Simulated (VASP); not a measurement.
# Sn (Immm) in VASP: notebook

Sn is run at these levels: PBEsol+D3(BJ); tasks: single point.

Everything below comes from runs of VASP 6.6.1. Logs are shortened: lines on timing, memory, paths and dates and some standing lists are left out, and cuts for length are marked.

## Step 1: The cell of the first run

Symmetry: Immm, No. 71, orthorhombic system. The conventional cell has a = 3.720 Å, b = 3.825 Å, c = 4.030 Å, α = 90.00°, β = 90.00°, γ = 90.00°. Within 4.4 Å of Sn (site symmetry mmm) lie 14 Sn at 3.34 to 4.03 Å.

## Step 2: Single point, PBEsol+D3(BJ)

Input file INCAR:

```
PREC = Accurate
ENCUT = 520
EDIFF = 1E-6
ISMEAR = 0
SIGMA = 0.15
LREAL = F
LASPH = T
NELM = 100
ALGO = Fast
ISIF = 2
LWAVE = F
LCHARG = F
GGA = PS
IVDW = 12
NBANDS = 13
```

Input file KPOINTS:

```
regular mesh
0
Gamma
  22 22 22
```

Input file POSCAR:

```
Sn
1.0
   -1.8598577576      1.9126500253      2.0151220488
    1.8598577576     -1.9126500253      2.0151220488
    1.8598577576      1.9126500253     -2.0151220488
Sn
1
Direct
    0.0000000000      0.0000000000      0.0000000000
```

Potentials or basis: VASP PAW PBE potentials, release 64 (Sn_d).

On the command line:

```
> cat potpaw_PBE.64/Sn_d/POTCAR > POTCAR
> mpirun -np 1 vasp_std > vasp.out
```

OUTCAR:

```text
PREC = Accurate
   ENCUT = 520
   EDIFF = 1E-6
   ISMEAR = 0
   LREAL = F
   LASPH = T
   NELM = 100
   ISIF = 2
   GGA = PS
   IVDW = 12
 IVDW          = 12

 ion  position               nearest neighbor table
   1  0.000  0.000  0.000-

  LATTYP: Found a body centered orthorhombic cell.
 ALAT       =     3.7197155152
 B/A-ratio  =     1.0283851104
 C/A-ratio  =     1.0834818096

  Lattice vectors:

 A1 = (  -1.8598577576,   1.9126500253,   2.0151220488)
 A2 = (   1.8598577576,  -1.9126500253,   2.0151220488)
 A3 = (   1.8598577576,   1.9126500253,  -2.0151220488)

Analysis of symmetry for initial positions (statically):
=====================================================================
 Subroutine PRICEL returns:
 Original cell was already a primitive cell.

 Routine SETGRP: Setting up the symmetry group for a
 body centered orthorhombic supercell.

 Subroutine GETGRP returns: Found  8 space group operations
 (whereof  8 operations were pure point group operations)
 out of a pool of  8 trial point group operations.

The static configuration has the point symmetry D_2h.

Analysis of symmetry for dynamics (positions and initial velocities):
=====================================================================
 Subroutine PRICEL returns:
 Original cell was already a primitive cell.

 Routine SETGRP: Setting up the symmetry group for a
 body centered orthorhombic supercell.

 Subroutine GETGRP returns: Found  8 space group operations
 (whereof  8 operations were pure point group operations)
 out of a pool of  8 trial point group operations.

The dynamic configuration has the point symmetry D_2h.

 Subroutine INISYM returns: Found  8 space group operations
 (whereof  8 operations are pure point group operations),
 and found     1 'primitive' translations

----------------------------------------------------------------------------------------

                                     Primitive cell

  volume of cell :      28.6732

  direct lattice vectors                    reciprocal lattice vectors
    -1.859857758  1.912650025  2.015122049     0.000000000  0.261417402  0.248123929
     1.859857758 -1.912650025  2.015122049     0.268837764  0.000000000  0.248123929
     1.859857758  1.912650025 -2.015122049     0.268837764  0.261417402  0.000000000

  length of vectors
     3.343354284  3.343354284  3.343354284     0.360422727  0.365840440  0.374983734

  position of ions in fractional coordinates (direct lattice)
     0.000000000  0.000000000  0.000000000

  ion indices of the primitive-cell ions
   primitive index   ion index
                 1           1

----------------------------------------------------------------------------------------

 KPOINTS: regular mesh

Automatic generation of k-mesh.
 Grid dimensions read from file:
 generate k-points for:   22   22   22

 Generating k-lattice:

  Cartesian coordinates                     Fractional coordinates (reciprocal lattice)
     0.000000000  0.011882609  0.011278360     0.045454545 -0.000000000  0.000000000
     0.012219898  0.000000000  0.011278360    -0.000000000  0.045454545  0.000000000
     0.012219898  0.011882609  0.000000000     0.000000000  0.000000000  0.045454545

  Length of vectors
     0.016382851  0.016629111  0.017044715

  Shift w.r.t. Gamma in fractional coordinates (k-lattice)
     0.000000000  0.000000000  0.000000000

 Subroutine IBZKPT returns following result:
 ===========================================

 Found   1530 irreducible k-points:

 Following reciprocal coordinates:
            Coordinates               Weight
  0.000000  0.000000  0.000000      1.000000
  0.045455  0.000000 -0.000000      4.000000
  0.090909  0.000000 -0.000000      4.000000
  0.136364  0.000000 -0.000000      4.000000
  0.181818  0.000000 -0.000000      4.000000
  0.227273  0.000000 -0.000000      4.000000
[... 16 lines left out ...]
  0.454545  0.045455  0.000000      8.000000
  0.500000  0.045455 -0.000000      8.000000
 [... further k-points ...]
   k-points           NKPTS =   1530   k-points in BZ     NKDIM =   1530   number of bands    NBANDS=     13
   number of dos      NEDOS =    301   number of ions     NIONS =      1
   total plane-waves  NPLWV =  21952
   dimension x,y,z NGX =    28 NGY =   28 NGZ =   28
   dimension x,y,z NGXF=    56 NGYF=   56 NGZF=   56
   ions per type =               1
   NGX,Y,Z   is equivalent  to a cutoff of  13.92, 13.92, 13.92 a.u.
   NGXF,Y,Z  is equivalent  to a cutoff of  27.85, 27.85, 27.85 a.u.
 SYSTEM =  unknown system
   PREC   = accura    normal or accurate (medium, high low for compatibility)
   ISTART =      0    job   : 0-new  1-cont  2-samecut
   ICHARG =      2    charge: 1-file 2-atom 10-const
   ISPIN  =      1    spin polarized calculation?
   LNONCOLLINEAR =      F non collinear calculations
   LSORBIT =      F    spin-orbit coupling
   LASPH  =      T    aspherical Exc in radial PAW
   ENCUT  =  520.0 eV  38.22 Ry    6.18 a.u.   6.22  6.22  6.22*2*pi/ulx,y,z
   NELM   =    100;   NELMIN=  2; NELMDL= -5     # of ELM steps
   EDIFF  = 0.1E-05   stopping-criterion for ELM
   LREAL  =      F    real-space projection
   EDIFFG = 0.1E-04   stopping-criterion for IOM
   NSW    =      0    number of steps for IOM
   IBRION =     -1    ionic relax: 0-MD 1-quasi-New 2-CG
   NFREE  =      0    steps in history (QN), initial steepest desc. (CG)
   ISIF   =      2    stress and relaxation
   ISYM   =      2    0-nonsym 1-usesym 2-fastsym
   POTIM  = 0.5000    time-step for ionic-motion
   TEBEG  =    0.0;   TEEND  =   0.0 temperature during run
   PSTRESS=    0.0 pullay stress
   NELECT =      14.0000    total number of electrons
   NUPDOWN=      -1.0000    fix difference up-down
   EMIN   =  10.00;   EMAX   =-10.00  energy-range for DOS
   EFERMI =   0.00;   METHOD = LEGACY
   ISMEAR =     0;   SIGMA  =   0.15  broadening in eV -4-tet -1-fermi 0-gaus
   EFERMI_NEDOS =   21; number of points for ismear=-14 and -15
   IALGO  =     68    algorithm
   IMIX   =      4    mixing-type and parameters
     AMIX     =   0.40;   BMIX     =  1.00
     AMIX_MAG =   1.60;   BMIX_MAG =  1.00
  volume/ion in A,a.u.               =      28.67       193.50
  Fermi-wavevector in a.u.,A,eV,Ry     =   1.289116  2.436076 22.610433  1.661820
  Thomas-Fermi vector in A             =   2.421028
   LORBIT       =      0    0 simple, 1 ext, 2 COOP (PROOUT), +10 PAW based schemes
   GGA     = PS    functional components
   LHFCALC =     F    Hartree Fock is set to
   AEXX    =    0.0000 exact exchange contribution
   IVDW    =    12    specifies the selected vdW correction
   LEPSILON=     F    determine dielectric tensor
   LRPA    =     F    only Hartree local field effects (RPA)
 non-spin polarized calculation
 RMM-DIIS sequential band-by-band and
 Gauss-broadening in eV      SIGMA  =   0.15
  energy-cutoff  :      520.00
  volume of cell :       28.67
 maximum number of plane-waves:       787
 NGX is ok and might be reduce to    28

 number of electron      14.0000000 magnetization

 Free energy of the ion-electron system (eV)
  ---------------------------------------------------
  ext. energy  EPLUGINS =         0.00000000
  ---------------------------------------------------
  free energy    TOTEN  =        -4.20106760 eV

  energy without entropy =       -4.19400652  energy(sigma->0) =       -4.19753706

 E-fermi :   7.2963     XC(G=0): -10.2567

 val. band max:        7.2958193777   @ k =   0.2273   0.3636   0.1818
 cond. band min:       7.2989299318   @ k =   0.5000  -0.4545   0.2273
 fundamental gap:      0.0031105541
 Fermi energy:         7.2962589276

 k-point     1 :       0.0000    0.0000    0.0000
  band No.  band energies     occupation
      1     -14.1295      2.00000
      2     -14.1223      2.00000
      3     -14.1116      2.00000
      4     -14.0212      2.00000
      5     -13.9934      2.00000
      6      -3.4234      2.00000
      7      14.5617      0.00000
      8      14.6954      0.00000
      9      14.9543      0.00000
     10      18.8279      0.00000
     11      19.0172      0.00000
     12      19.5580      0.00000
     13      19.5853      0.00000

 k-point     2 :       0.0455    0.0000   -0.0000
  band No.  band energies     occupation
      1     -14.1281      2.00000
      2     -14.1211      2.00000
      3     -14.1099      2.00000
      4     -14.0219      2.00000
      5     -13.9939      2.00000
      6      -3.3820      2.00000
      7      14.1759      0.00000
      8      14.6121      0.00000
      9      14.8004      0.00000
     10      18.3348      0.00000
     11      19.1855      0.00000
     12      19.2152      0.00000
     13      19.4929      0.00000

 k-point     3 :       0.0909    0.0000   -0.0000
  band No.  band energies     occupation
      1     -14.1240      2.00000
      2     -14.1208      2.00000
      3     -14.1018      2.00000
      4     -14.0241      2.00000
      5     -13.9952      2.00000
      6      -3.2575      2.00000
      7      13.1160      0.00000
      8      14.4058      0.00000
      9      14.5349      0.00000
     10      17.8187      0.00000
     11      18.6307      0.00000
     12      18.9063      0.00000
     13      19.6631      0.00000
[... 305 lines left out ...]
 k-point    23 :       0.4545    0.0455    0.0000
  band No.  band energies     occupation
      1     -14.1483      2.00000
      2     -14.1008      2.00000
      3     -14.0279      2.00000
      4     -14.0088      2.00000
      5     -13.9412      2.00000
      6       0.6524      2.00000
      7       3.1994      2.00000
      8      10.9222      0.00000
      9      12.8376      0.00000
     10      15.7423      0.00000
     11      16.4338      0.00000
     12      20.4539      0.00000
     13      22.3062      0.00000

 k-point    24 :       0.5000    0.0455   -0.0000
  band No.  band energies     occupation
      1     -14.1483      2.00000
      2     -14.1008      2.00000
      3     -14.0282      2.00000
      4     -14.0083      2.00000
      5     -13.9412      2.00000
      6       0.6690      2.00000
      7       3.1782      2.00000
      8      10.9325      0.00000
      9      12.8336      0.00000
     10      15.7460      0.00000
     11      16.4099      0.00000
     12      20.1746      0.00000
     13      22.6552      0.00000

 [... further k-points ...]

------------------------ aborting loop because EDIFF is reached ----------------------------------------

 Edisp (eV)   -0.36790

 E8    (eV) :    -0.2592

  FORCE on cell =-STRESS in cart. coord.  units (eV):
  Direction    XX          YY          ZZ          XY          YZ          ZX
  --------------------------------------------------------------------------------------
  -------------------------------------------------------------------------------------
  Total      -1.20750    -1.08570    -1.03733     0.00000     0.00000     0.00000
  in kB     -67.47156   -60.66599   -57.96281     0.00000     0.00000     0.00000
  external pressure =      -62.03 kB  Pullay stress =        0.00 kB

 VOLUME and BASIS-vectors are now :
 -----------------------------------------------------------------------------
  energy-cutoff  :      520.00
  volume of cell :       28.67
      direct lattice vectors                 reciprocal lattice vectors
    -1.859857758  1.912650025  2.015122049     0.000000000  0.261417402  0.248123929
     1.859857758 -1.912650025  2.015122049     0.268837764  0.000000000  0.248123929
     1.859857758  1.912650025 -2.015122049     0.268837764  0.261417402  0.000000000

 POSITION                                       TOTAL-FORCE (eV/Angst)
 -----------------------------------------------------------------------------------
      0.00000      0.00000      0.00000         0.000000      0.000000      0.000000
 -----------------------------------------------------------------------------------
    total drift:                               -0.000000     -0.000000     -0.000000

  FREE ENERGIE OF THE ION-ELECTRON SYSTEM (eV)
  ---------------------------------------------------
  free  energy   TOTEN  =        -4.5689680356 eV

  energy  without entropy=       -4.5619069504  energy(sigma->0) =       -4.56543749
```

Run time: 5.2 min. Hardware: 1 thread of Intel Xeon Platinum 8559C (Emerald Rapids), shared host; peak memory 0.6 GiB.

Results:

- Free energy: -4.5690 eV
- Pressure: -6.2 GPa
- Band gap on the k mesh: zero (band 7 reaches 14.56 eV, above the bottom of band 8 at 5.08 eV)
- Dispersion energy per atom: -0.368 eV

Stress tensor (GPa, compression positive):
```
-6.75  0.00  0.00
 0.00 -6.07  0.00
 0.00  0.00 -5.80
```

Caveat: the PAW data sets were made with another functional, which shifts forces and pressure a little; spin-orbit coupling is left out, which moves the levels of the heavy elements; pairwise dispersion overbinds metals, which lowers pressure and volume.

## Step 3: Single point, PBEsol+D3(BJ)

This run uses another cell than the first one, of the same volume but with other edges.

Input file INCAR:

```
SYSTEM = Sn
PREC = Accurate
ENCUT = 520
EDIFF = 1E-7
ISMEAR = 0
SIGMA = 0.15
LREAL = .False.
LASPH = .True.
NELM = 80
ALGO = Fast
ISIF = 2
LWAVE = .False.
LCHARG = .False.
GGA = PS
IVDW = 12
NBANDS = 13
```

Input file KPOINTS:

```
regular mesh
0
Gamma
  22 22 22
  0 0 0
```

Input file POSCAR:

```
Sn
1.0
   -1.5819591888      1.6268632750      2.7852890075
    1.5819591888     -1.6268632750      2.7852890075
    1.5819591888      1.6268632750     -2.7852890075
Sn
1
Direct
    0.0000000000      0.0000000000      0.0000000000
```

Potentials or basis: VASP PAW PBE potentials, release 64 (Sn_d).

On the command line:

```
> cat potpaw_PBE.64/Sn_d/POTCAR > POTCAR
> mpirun -np 1 vasp_std > vasp.out
```

OUTCAR:

```text
SYSTEM = Sn
   PREC = Accurate
   ENCUT = 520
   EDIFF = 1E-7
   ISMEAR = 0
   LREAL = .False.
   LASPH = .True.
   NELM = 80
   ISIF = 2
   GGA = PS
   IVDW = 12
 IVDW          = 12

 ion  position               nearest neighbor table
   1  0.000  0.000  0.000-

  LATTYP: Found a body centered orthorhombic cell.
 ALAT       =     3.1639183776
 B/A-ratio  =     1.0283851104
 C/A-ratio  =     1.7606579406

  Lattice vectors:

 A1 = (  -1.5819591888,   1.6268632750,   2.7852890075)
[... 565 lines left out ...]
     13      20.7429      0.00000

 [... further k-points ...]

------------------------ aborting loop because EDIFF is reached ----------------------------------------

 Edisp (eV)   -0.36791

 E8    (eV) :    -0.2592

  FORCE on cell =-STRESS in cart. coord.  units (eV):
  Direction    XX          YY          ZZ          XY          YZ          ZX
  --------------------------------------------------------------------------------------
  -------------------------------------------------------------------------------------
  Total      -0.70048    -1.05154    -1.21148     0.00000     0.00000     0.00000
  in kB     -39.14068   -58.75704   -67.69397     0.00000     0.00000     0.00000
  external pressure =      -55.20 kB  Pullay stress =        0.00 kB

 VOLUME and BASIS-vectors are now :
 -----------------------------------------------------------------------------
  energy-cutoff  :      520.00
  volume of cell :       28.67
      direct lattice vectors                 reciprocal lattice vectors
    -1.581959189  1.626863275  2.785289007     0.000000000  0.307339902  0.179514585
     1.581959189 -1.626863275  2.785289007     0.316063779  0.000000000  0.179514585
     1.581959189  1.626863275 -2.785289007     0.316063779  0.307339902  0.000000000

 POSITION                                       TOTAL-FORCE (eV/Angst)
 -----------------------------------------------------------------------------------
      0.00000      0.00000      0.00000         0.000000     -0.000000      0.000000
 -----------------------------------------------------------------------------------
    total drift:                               -0.000000     -0.000000     -0.000000

  FREE ENERGIE OF THE ION-ELECTRON SYSTEM (eV)
  ---------------------------------------------------
  free  energy   TOTEN  =        -4.5611794153 eV

  energy  without entropy=       -4.5547051048  energy(sigma->0) =       -4.55794226
```

Run time: 5.9 min. Hardware: 1 thread of Intel Xeon Platinum 8559C (Emerald Rapids), shared host; peak memory 0.61 GiB.

Results:

| Property | Result |
| --- | --- |
| Free energy | -4.5612 eV |
| Pressure | -5.5 GPa |
| Band gap on the k mesh | zero (band 7 reaches 13.91 eV, above the bottom of band 8 at 4.93 eV) |
| Dispersion energy per atom | -0.368 eV |

Levels at points of the mesh, in eV from the Fermi level:
```tsv
k point	band 5	band 6	band 7	band 8	band 9	band 10
(0.00, 0.00, 0.00)	-21.30	-10.78	6.58	6.98	7.76	10.98
(0.50, 0.00, 0.00)	-21.29	-6.82	-4.36	3.38	7.14	7.66
(0.00, 0.50, 0.00)	-21.26	-6.48	-4.30	3.47	7.12	7.32
(0.50, 0.50, 0.00)	-21.20	-3.93	-2.81	0.67	2.17	4.52
(0.50, 0.50, 0.50)	-21.28	-6.85	-4.25	3.43	4.22	6.91
```

Caveat: the PAW data sets were made with another functional, which shifts forces and pressure a little; spin-orbit coupling is left out, which moves the levels of the heavy elements; pairwise dispersion overbinds metals, which lowers pressure and volume.

## Step 4: Single point, PBEsol+D3(BJ)

Input file INCAR:

```
  PREC = Accurate
  ENCUT = 520
  EDIFF = 1E-7
  ISMEAR = 0
  SIGMA = 0.15
  LREAL = F
  LASPH = T
  NELM = 80
  ALGO = Fast
  ISIF = 2
  LWAVE = F
  LCHARG = T
  GGA = PS
  IVDW = 12
  LELF = T
  LVHAR = T
  NBANDS = 13
```

Input file KPOINTS:

```
regular mesh
0
Gamma
  22 22 22
```

Input file POSCAR:

```
Sn
1.0
   -1.8226505780      1.8743867157      2.0982342931
    1.8226505780     -1.8743867157      2.0982342931
    1.8226505780      1.8743867157     -2.0982342931
Sn
1
Direct
    0.0000000000      0.0000000000      0.0000000000
```

On the command line:

```
> cat potpaw_PBE.64/Sn_d/POTCAR > POTCAR
> mpirun -np 1 vasp_std > vasp.out
```

It took 8.6 min on 1 thread of Intel Xeon Platinum 8488C (Sapphire Rapids), shared host; peak memory 0.61 GiB.

It converged, with:

```
Free energy                : -4.5735 eV
Pressure                   : -6.2 GPa
Band gap on the k mesh     : zero (band 7 reaches 14.47 eV, above the bottom of band 8 at 5.12 eV)
Dispersion energy per atom : -0.368 eV
```

Stress tensor (GPa, compression positive):
```
-6.31  0.00  0.00
 0.00 -6.39  0.00
 0.00  0.00 -5.81
```

Levels at points of the mesh, in eV from the Fermi level:
```tsv
k point	band 3	band 4	band 5	band 6	band 7	band 8	band 9	band 10	band 11	band 12
(0.00, 0.00, 0.00)	-21.41	-21.35	-21.30	-10.74	7.15	7.31	7.66	11.16	11.44	12.04
(0.50, 0.00, 0.00)	-21.35	-21.31	-21.26	-6.69	-4.31	4.18	6.07	8.55	9.06	12.03
(0.00, 0.50, 0.00)	-21.35	-21.30	-21.25	-6.49	-4.24	3.82	5.59	8.12	8.57	12.22
(0.50, 0.50, 0.00)	-21.31	-21.30	-21.24	-5.88	-3.93	2.62	3.91	6.57	6.93	16.47
(0.50, 0.50, 0.50)	-21.28	-21.26	-21.25	-3.21	-1.77	0.09	0.64	3.72	4.51	18.18
```

Caveat: the PAW data sets were made with another functional, which shifts forces and pressure a little; spin-orbit coupling is left out, which moves the levels of the heavy elements; pairwise dispersion overbinds metals, which lowers pressure and volume.

## Step 5: The runs side by side

```csv
cell,further INCAR settings,gap on the mesh (eV),pressure (GPa)
"a = 3.343 Å, angles 112.4, 110.2, 105.9°, 1 atom",ALGO = Fast; EDIFF = 1e-06; NBANDS = 13,none,-6.2
"a = 3.593 Å, angles 127.7, 126.1, 78.3°, 1 atom",ALGO = Fast; EDIFF = 1e-07; NBANDS = 13,none,-5.5
"a = 3.352 Å, angles 114.1, 112.0, 102.5°, 1 atom",ALGO = Fast; EDIFF = 1e-07; NBANDS = 13,none,-6.2
```

Alike in all rows: task single point; level PBEsol+D3(BJ); potentials or basis VASP PAW PBE potentials, release 64 (Sn_d); no spin polarisation; k mesh 22 × 22 × 22; cutoff (eV) 520; smearing gaussian 0.15 eV.

Caveats: the PAW data sets were made with another functional, which shifts forces and pressure a little; spin-orbit coupling is left out, which moves the levels of the heavy elements; pairwise dispersion overbinds metals, which lowers pressure and volume.

Total energies depend on the potentials used, so only differences within one code and one set of settings carry meaning.
